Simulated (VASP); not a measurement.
Runs of VASP 6.6.1 on CaSc2. The structure is that of space group P6/mmm (No. 191), or close to it. The cells are those of the table. The cell was generated, and may not be a known phase.

| task | cell | k mesh | cutoff (eV) | gap on the mesh (eV) | pressure (GPa) | relaxed volume (Å³/atom) |
| --- | --- | --- | --- | --- | --- | --- |
| relaxation of cell and atoms | relaxed from a = 4.182, b = 4.182, c = 4.183 Å, angles 90.0, 90.0, 120.0°, 3 atoms | 6 × 6 × 4 | 600 | none | 0.0 | (a) |
| single point | a = 4.182, b = 4.182, c = 4.183 Å, angles 90.0, 90.0, 120.0°, 3 atoms | 6 × 6 × 4 | 520 | none | 21.7 | - |
| relaxation of cell and atoms | relaxed from a = 5.511, b = 5.511, c = 3.317 Å, angles 90.0, 90.0, 120.0°, 3 atoms | 6 × 6 × 6 | 600 | none | -0.1 | 29.29 |
| single point | a = 5.511, b = 5.511, c = 3.317 Å, angles 90.0, 90.0, 120.0°, 3 atoms | 6 × 6 × 4 | 520 | none | 0.1 | - |

Alike in all rows: level PBE; potentials or basis VASP PAW PBE potentials, release 64 (Ca_sv, Sc_sv); no spin polarisation; smearing gaussian 0.1 eV.

Problem. Estimate the missing entries.

Solution. (a) 29.14.

Caveats: some runs use coarse meshes; the volume moved by over 15 % at a fixed basis, so the end points are rough (at least some runs).

A gap of «none» marks levels without a gap at the run's occupations.
